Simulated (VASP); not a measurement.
# SiO2 (I4_1/amd) in VASP: further runs

SiO2 is run at these levels: PBE; tasks: single point.

Program: VASP 6.6.1. These are calculated values, not measurements. Logs are shortened: lines on timing, memory, paths and dates and some standing lists are left out, and cuts for length are marked.

## (1) The cell of the first run

It takes space group I4_1/amd (No. 141, tetragonal). The conventional cell has a = 3.455 Å, b = 3.455 Å, c = 8.346 Å, α = 90.00°, β = 90.00°, γ = 90.00°. Si (site symmetry -4m2) has 6 O at 1.73 to 1.76 Å within 2.3 Å. O (site symmetry 2mm) has 3 Si at 1.73 to 1.76 Å and 2 O at 2.21 Å within 2.3 Å.

## (2) Single point, PBE (8.30 Å³/atom)

Input file INCAR:

```
ALGO = Normal
EDIFF = 1E-6
ENCUT = 520
GGA = PE
ISIF = 2
ISMEAR = 0
LASPH = T
LCHARG = F
LREAL = F
LWAVE = F
NBANDS = 25
NELM = 60
PREC = Accurate
SIGMA = 0.01
```

Input file KPOINTS:

```
k-points
0
Gamma
  8 8 8
```

Input file POSCAR:

```
SiO2
1.0
   -1.7274146578      1.7274146578      4.1730310934
    1.7274146578     -1.7274146578      4.1730310934
    1.7274146578      1.7274146578     -4.1730310934
Si O
2 4
Direct
    0.7500000000      0.2500000000      0.5000000000
    0.0000000000      0.0000000000      0.0000000000
    0.5421687974      0.0421687974      0.5000000000
    0.7921687974      0.7921687974      0.0000000000
    0.2078312026      0.2078312026      0.0000000000
    0.9578312026      0.4578312026      0.5000000000
```

Potentials or basis: VASP PAW PBE potentials, release 64 (Si, O).

Started as:

```bash
$ cat potpaw_PBE.64/Si/POTCAR potpaw_PBE.64/O/POTCAR > POTCAR
$ mpirun -np 1 vasp_std > vasp.out
```

OUTCAR:

```text
EDIFF = 1E-6
   ENCUT = 520
   GGA = PE
   ISIF = 2
   ISMEAR = 0
   LASPH = T
   LREAL = F
   NELM = 60
   PREC = Accurate

 ion  position               nearest neighbor table
   1  0.750  0.250  0.500-   3 1.73   6 1.73   5 1.76   4 1.76   4 1.76   5 1.76   2 2.71   2 2.71
                             2 2.71   2 2.71
   2  0.000  0.000  0.000-   4 1.73   5 1.73   3 1.76   6 1.76   3 1.76   6 1.76   1 2.71   1 2.71
                             1 2.71   1 2.71
   3  0.542  0.042  0.500-   1 1.73   2 1.76   2 1.76
   4  0.792  0.792  0.000-   2 1.73   1 1.76   1 1.76
   5  0.208  0.208  0.000-   2 1.73   1 1.76   1 1.76
   6  0.958  0.458  0.500-   1 1.73   2 1.76   2 1.76

  LATTYP: Found a body centered tetragonal cell.
 ALAT       =     3.4548293156
 C/A-ratio  =     2.4157668656

  Lattice vectors:

 A1 = (  -1.7274146578,   1.7274146578,   4.1730310934)
 A2 = (   1.7274146578,  -1.7274146578,   4.1730310934)
 A3 = (   1.7274146578,   1.7274146578,  -4.1730310934)

Analysis of symmetry for initial positions (statically):
=====================================================================
 Subroutine PRICEL returns:
 Original cell was already a primitive cell.

 Routine SETGRP: Setting up the symmetry group for a
 body centered tetragonal supercell.

 Subroutine GETGRP returns: Found 16 space group operations
 (whereof  8 operations were pure point group operations)
 out of a pool of 16 trial point group operations.

The static configuration has the point symmetry D_2d.
 The point group associated with its full space group is D_4h.

Analysis of symmetry for dynamics (positions and initial velocities):
=====================================================================
 Subroutine PRICEL returns:
 Original cell was already a primitive cell.

 Routine SETGRP: Setting up the symmetry group for a
 body centered tetragonal supercell.

 Subroutine GETGRP returns: Found 16 space group operations
 (whereof  8 operations were pure point group operations)
 out of a pool of 16 trial point group operations.

The dynamic configuration has the point symmetry D_2d.
 The point group associated with its full space group is D_4h.

 Subroutine INISYM returns: Found 16 space group operations
 (whereof  8 operations are pure point group operations),
 and found     1 'primitive' translations

----------------------------------------------------------------------------------------

                                     Primitive cell

  volume of cell :      49.8087

  direct lattice vectors                    reciprocal lattice vectors
    -1.727414658  1.727414658  4.173031093     0.000000000  0.289449900  0.119816984
     1.727414658 -1.727414658  4.173031093     0.289449900  0.000000000  0.119816984
     1.727414658  1.727414658 -4.173031093     0.289449900  0.289449900  0.000000000

  length of vectors
     4.835505279  4.835505279  4.835505279     0.313268821  0.313268821  0.409343974

  position of ions in fractional coordinates (direct lattice)
     0.750000000  0.250000000  0.500000000
     0.000000000  0.000000000  0.000000000
     0.542168797  0.042168797  0.500000000
     0.792168797  0.792168797  0.000000000
     0.207831203  0.207831203  0.000000000
     0.957831203  0.457831203  0.500000000

  ion indices of the primitive-cell ions
   primitive index   ion index
                 1           1
                 2           2
                 3           3
                 4           4
                 5           5
                 6           6

----------------------------------------------------------------------------------------

 KPOINTS: k-points

Automatic generation of k-mesh.
 Grid dimensions read from file:
 generate k-points for:    8    8    8

 Generating k-lattice:

  Cartesian coordinates                     Fractional coordinates (reciprocal lattice)
     0.000000000  0.036181238  0.014977123     0.125000000  0.000000000 -0.000000000
     0.036181238  0.000000000  0.014977123     0.000000000  0.125000000 -0.000000000
     0.036181238  0.036181238  0.000000000     0.000000000  0.000000000  0.125000000

  Length of vectors
     0.039158603  0.039158603  0.051167997

  Shift w.r.t. Gamma in fractional coordinates (k-lattice)
     0.000000000  0.000000000  0.000000000

 Subroutine IBZKPT returns following result:
 ===========================================

 Found     59 irreducible k-points:

 Following reciprocal coordinates:
            Coordinates               Weight
  0.000000  0.000000  0.000000      1.000000
  0.125000  0.000000 -0.000000      8.000000
  0.250000  0.000000 -0.000000      8.000000
  0.375000  0.000000 -0.000000      8.000000
  0.500000  0.000000 -0.000000      4.000000
  0.125000  0.125000 -0.000000      8.000000
[... 16 lines left out ...]
  0.250000  0.125000  0.125000     16.000000
  0.375000  0.125000  0.125000      8.000000
 [... further k-points ...]
   k-points           NKPTS =     59   k-points in BZ     NKDIM =     59   number of bands    NBANDS=     25
   number of dos      NEDOS =    301   number of ions     NIONS =      6
   total plane-waves  NPLWV =  46656
   dimension x,y,z NGX =    36 NGY =   36 NGZ =   36
   dimension x,y,z NGXF=    72 NGYF=   72 NGZF=   72
   ions per type =               2   4
   NGX,Y,Z   is equivalent  to a cutoff of  12.38, 12.38, 12.38 a.u.
   NGXF,Y,Z  is equivalent  to a cutoff of  24.75, 24.75, 24.75 a.u.
 SYSTEM =  unknown system
   PREC   = accura    normal or accurate (medium, high low for compatibility)
   ISTART =      0    job   : 0-new  1-cont  2-samecut
   ICHARG =      2    charge: 1-file 2-atom 10-const
   ISPIN  =      1    spin polarized calculation?
   LNONCOLLINEAR =      F non collinear calculations
   LSORBIT =      F    spin-orbit coupling
   LASPH  =      T    aspherical Exc in radial PAW
   ENCUT  =  520.0 eV  38.22 Ry    6.18 a.u.   8.99  8.99  8.99*2*pi/ulx,y,z
   NELM   =     60;   NELMIN=  2; NELMDL= -5     # of ELM steps
   EDIFF  = 0.1E-05   stopping-criterion for ELM
   LREAL  =      F    real-space projection
   EDIFFG = 0.1E-04   stopping-criterion for IOM
   NSW    =      0    number of steps for IOM
   IBRION =     -1    ionic relax: 0-MD 1-quasi-New 2-CG
   NFREE  =      0    steps in history (QN), initial steepest desc. (CG)
   ISIF   =      2    stress and relaxation
   ISYM   =      2    0-nonsym 1-usesym 2-fastsym
   POTIM  = 0.5000    time-step for ionic-motion
   TEBEG  =    0.0;   TEEND  =   0.0 temperature during run
   PSTRESS=    0.0 pullay stress
   NELECT =      32.0000    total number of electrons
   NUPDOWN=      -1.0000    fix difference up-down
   EMIN   =  10.00;   EMAX   =-10.00  energy-range for DOS
   EFERMI =   0.00;   METHOD = LEGACY
   ISMEAR =     0;   SIGMA  =   0.01  broadening in eV -4-tet -1-fermi 0-gaus
   EFERMI_NEDOS =   21; number of points for ismear=-14 and -15
   IALGO  =     38    algorithm
   IMIX   =      4    mixing-type and parameters
     AMIX     =   0.40;   BMIX     =  1.00
     AMIX_MAG =   1.60;   BMIX_MAG =  1.00
  volume/ion in A,a.u.               =       8.30        56.02
  Fermi-wavevector in a.u.,A,eV,Ry     =   1.412613  2.669452 27.150095  1.995476
  Thomas-Fermi vector in A             =   2.534344
   LORBIT       =      0    0 simple, 1 ext, 2 COOP (PROOUT), +10 PAW based schemes
   GGA     = PE    functional components
   LHFCALC =     F    Hartree Fock is set to
   AEXX    =    0.0000 exact exchange contribution
   IVDW    =     0    specifies the selected vdW correction
   LEPSILON=     F    determine dielectric tensor
   LRPA    =     F    only Hartree local field effects (RPA)
 non-spin polarized calculation
 Gauss-broadening in eV      SIGMA  =   0.01
  energy-cutoff  :      520.00
  volume of cell :       49.81
 maximum number of plane-waves:      1362
   NGX = 17   NGY = 17   NGZ = 17

 number of electron      32.0000010 magnetization

 Free energy of the ion-electron system (eV)
  ---------------------------------------------------
  ext. energy  EPLUGINS =         0.00000000
  ---------------------------------------------------
  free energy    TOTEN  =       -45.85128110 eV

  energy without entropy =      -45.85128110  energy(sigma->0) =      -45.85128110

 E-fermi :   6.4589     XC(G=0): -11.6830

 val. band max:        6.3827524586   @ k =   0.2500   0.2500   0.2500
 cond. band min:      13.2514739614   @ k =   0.0000   0.0000   0.0000
 fundamental gap:      6.8687215028
 Fermi energy:         6.4589070549

 k-point     1 :       0.0000    0.0000    0.0000
  band No.  band energies     occupation
      1     -15.4601      2.00000
      2     -12.3528      2.00000
      3     -11.1773      2.00000
      4     -10.3149      2.00000
      5      -1.4283      2.00000
      6      -1.4283      2.00000
[... 17 lines left out ...]
     24      20.6588      0.00000
     25      20.7275      0.00000

 k-point     2 :       0.1250    0.0000   -0.0000
  band No.  band energies     occupation
      1     -15.3311      2.00000
      2     -12.4344      2.00000
      3     -11.1292      2.00000
      4     -10.4649      2.00000
      5      -1.8897      2.00000
      6      -1.4224      2.00000
[... 17 lines left out ...]
     24      20.6517      0.00000
     25      20.8375      0.00000

 k-point     3 :       0.2500    0.0000   -0.0000
  band No.  band energies     occupation
      1     -14.9670      2.00000
      2     -12.5898      2.00000
      3     -11.2489      2.00000
      4     -10.7119      2.00000
      5      -2.2428      2.00000
      6      -1.3967      2.00000
[... 552 lines left out ...]
 k-point    23 :       0.2500    0.1250    0.1250
  band No.  band energies     occupation
      1     -14.0306      2.00000
      2     -12.6188      2.00000
      3     -11.8076      2.00000
      4     -11.1875      2.00000
      5      -3.5388      2.00000
      6      -1.4266      2.00000
[... 17 lines left out ...]
     24      20.9222      0.00000
     25      21.3378      0.00000

 k-point    24 :       0.3750    0.1250    0.1250
  band No.  band energies     occupation
      1     -13.7135      2.00000
      2     -12.5674      2.00000
      3     -12.2414      2.00000
      4     -11.1789      2.00000
      5      -3.4604      2.00000
      6      -1.6218      2.00000
[... 17 lines left out ...]
     24      21.1431      0.00000
     25      21.1615      0.00000

 [... further k-points ...]

------------------------ aborting loop because EDIFF is reached ----------------------------------------

  FORCE on cell =-STRESS in cart. coord.  units (eV):
  Direction    XX          YY          ZZ          XY          YZ          ZX
  --------------------------------------------------------------------------------------
  -------------------------------------------------------------------------------------
  Total        5.4481675      5.4481675      6.8835425      0.0000000      0.0000000      0.0000000
  in kB      175.2492728    175.2492728    221.4204702      0.0000000      0.0000000      0.0000000
  external PRESSURE =     190.6396719 kB  Pullay stress =       0.0000000 kB

 VOLUME and BASIS-vectors are now :
 -----------------------------------------------------------------------------
  energy-cutoff  :      520.00
  volume of cell :       49.81
      direct lattice vectors                 reciprocal lattice vectors
    -1.727414658  1.727414658  4.173031093     0.000000000  0.289449900  0.119816984
     1.727414658 -1.727414658  4.173031093     0.289449900  0.000000000  0.119816984
     1.727414658  1.727414658 -4.173031093     0.289449900  0.289449900  0.000000000

 POSITION                                       TOTAL-FORCE (eV/Angst)
 -----------------------------------------------------------------------------------
     -0.00000      1.72741      2.08652         0.000000      0.000000      0.000000
      0.00000      0.00000      0.00000         0.000000      0.000000      0.000000
      0.00000      1.72741      0.35194         0.000000     -0.000000     -0.634816
      0.00000      0.00000      6.61149        -0.000000      0.000000     -0.634816
      0.00000      0.00000      1.73457        -0.000000      0.000000      0.634816
     -0.00000      1.72741      3.82109         0.000000     -0.000000      0.634816
 -----------------------------------------------------------------------------------
    total drift:                                0.000000      0.000000      0.000000

  FREE ENERGIE OF THE ION-ELECTRON SYSTEM (eV)
  ---------------------------------------------------
  free  energy   TOTEN  =       -45.8512810971 eV

  energy  without entropy=      -45.8512810971  energy(sigma->0) =      -45.85128110
```

Wall time 1.9 min (1 thread of Intel Xeon 8259CL, shared host); peak memory 0.22 GiB.

What came out:

```yaml
Free_energy: -45.8513 eV
Pressure: 19.1 GPa
Largest_force: 0.635 eV/Å
Band_gap_on_the_k_mesh: 6.87 eV (least direct gap 7.56 eV)
```

Forces in eV/Å, atoms in the order of the input:
```
Si   0.000  0.000  0.000
Si   0.000  0.000  0.000
O    0.000  0.000 -0.635
O    0.000  0.000 -0.635
O    0.000  0.000  0.635
O    0.000  0.000  0.635
```

Caveat: the cell stands under pressure. A k mesh can miss the band edges.

## (3) Single point, PBE (8.57 Å³/atom)

This run uses another cell than the first one, of 8.57 Å³/atom.

Input file INCAR:

```
ALGO = Normal ; EDIFF = 1E-6
ENCUT = 520 ; GGA = PE
ISIF = 2 ; ISMEAR = 0
LASPH = T ; LCHARG = T
LELF = T ; LREAL = F
LVHAR = T ; LWAVE = F
NBANDS = 25 ; NELM = 60
PREC = Accurate ; SIGMA = 0.01
```

KPOINTS is that of step 2.

Edit POSCAR of step 2 so:

```diff
@@ -2,5 +2,5 @@
 1.0
-   -1.7274146578      1.7274146578      4.1730310934
-    1.7274146578     -1.7274146578      4.1730310934
-    1.7274146578      1.7274146578     -4.1730310934
+   -1.7455993063      1.7455993063      4.2169609648
+    1.7455993063     -1.7455993063      4.2169609648
+    1.7455993063      1.7455993063     -4.2169609648
 Si O
```

Potentials or basis: VASP PAW PBE potentials, release 64 (Si, O).

Started as:

```bash
$ cat potpaw_PBE.64/Si/POTCAR potpaw_PBE.64/O/POTCAR > POTCAR
$ mpirun -np 1 vasp_std > vasp.out
```

Run time: 2 min. Hardware: 1 thread of Intel Xeon 8259CL, shared host; peak memory 0.23 GiB.

Results (log left out):

```yaml
Free_energy: -45.9917 eV
Pressure: 8.9 GPa
Largest_force: 0.303 eV/Å
Band_gap_on_the_k_mesh: 6.33 eV (least direct gap 6.98 eV)
```

Forces in eV/Å, atoms in the order of the input:
```
Si   0.000  0.000  0.000
Si   0.000  0.000  0.000
O    0.000  0.000 -0.303
O    0.000  0.000 -0.303
O    0.000  0.000  0.303
O    0.000  0.000  0.303
```

Stress tensor (GPa, compression positive):
```
 8.03  0.00  0.00
 0.00  8.03  0.00
 0.00  0.00 10.50
```

Levels at points of the mesh, in eV from the valence-band top:
```tsv
k point	band 12	band 13	band 14	band 15	band 16	band 17	band 18	band 19	band 20	band 21
(0.00, 0.00, 0.00)	-1.46	-0.84	-0.84	-0.66	-0.66	6.33	8.79	11.28	12.04	12.22
(0.50, 0.00, 0.00)	-2.30	-1.92	-1.86	-1.25	-1.24	9.00	9.19	11.30	11.52	11.93
(0.50, 0.50, 0.00)	-2.25	-2.05	-2.05	-0.07	-0.07	9.94	9.94	11.15	11.15	11.41
(0.50, 0.50, 0.50)	-3.92	-2.13	-2.13	-0.44	-0.44	7.58	7.58	10.37	10.37	12.14
```

Caveat: the cell stands under pressure. A k mesh can miss the band edges.

## (4) Single point, PBE

This run uses another cell than the first one, of 8.83 Å³/atom.

Input file INCAR:

```
PREC = Accurate
ENCUT = 520
EDIFF = 1E-6
ISMEAR = 0
SIGMA = 0.01
LREAL = F
LASPH = T
NELM = 80
ALGO = Normal
ISIF = 2
LWAVE = F
LCHARG = F
GGA = PE
NBANDS = 25
```

Input file KPOINTS:

```
Automatic mesh
0
Gamma
  8 8 8
```

Edit POSCAR of step 3 so:

```diff
@@ -2,5 +2,5 @@
 1.0
-   -1.7455993063      1.7455993063      4.2169609648
-    1.7455993063     -1.7455993063      4.2169609648
-    1.7455993063      1.7455993063     -4.2169609648
+   -1.7634127744      1.7634127744      4.2599941509
+    1.7634127744     -1.7634127744      4.2599941509
+    1.7634127744      1.7634127744     -4.2599941509
 Si O
```

Started as:

```bash
$ cat potpaw_PBE.64/Si/POTCAR potpaw_PBE.64/O/POTCAR > POTCAR
$ mpirun -np 1 vasp_std > vasp.out
```

Run time: 2.9 min. Hardware: 1 thread of Intel Xeon 8259CL, shared host; peak memory 0.25 GiB.

It converged, with:

```
Free energy            : -46.0383 eV
Pressure               : 0.1 GPa
Largest force          : 0.006 eV/Å
Band gap on the k mesh : 5.81 eV (least direct gap 6.44 eV)
```

Forces on the atoms (eV/Å):
```
Si   0.000  0.000  0.000
Si   0.000  0.000  0.000
O    0.000  0.000 -0.006
O    0.000  0.000 -0.006
O    0.000  0.000  0.006
O    0.000  0.000  0.006
```

Stress tensor (GPa, compression positive):
```
-0.05  0.00  0.00
 0.00 -0.05  0.00
 0.00  0.00  0.50
```

Levels at points of the mesh, in eV from the valence-band top:
```tsv
k point	band 14	band 15	band 16	band 17	band 18	band 19
(0.00, 0.00, 0.00)	-0.83	-0.63	-0.63	5.81	8.35	11.11
(0.50, 0.00, 0.00)	-1.79	-1.22	-1.19	8.66	8.69	10.99
(0.50, 0.50, 0.00)	-2.00	-0.07	-0.07	9.65	9.65	10.76
(0.50, 0.50, 0.50)	-2.05	-0.42	-0.42	7.17	7.17	10.13
```

A k mesh can miss the band edges.

## (5) The runs side by side

```csv
cell,gap on the mesh (eV),pressure (GPa),largest force (eV/Å)
"a = 4.836 Å, angles 138.1, 138.1, 60.7°, 6 atoms",6.87,19.1,0.63
"a = 4.886 Å, angles 138.1, 138.1, 60.7°, 6 atoms",6.33,8.9,0.30
"a = 4.936 Å, angles 138.1, 138.1, 60.7°, 6 atoms",5.81,0.1,0.01
```

Alike in all rows: task single point; level PBE; potentials or basis VASP PAW PBE potentials, release 64 (Si, O); no spin polarisation; k mesh 8 × 8 × 8; cutoff (eV) 520; smearing gaussian 0.01 eV.

Caveats: the cell stands under pressure (at least some runs).

Absolute energies hang on the potentials; compare differences alone.
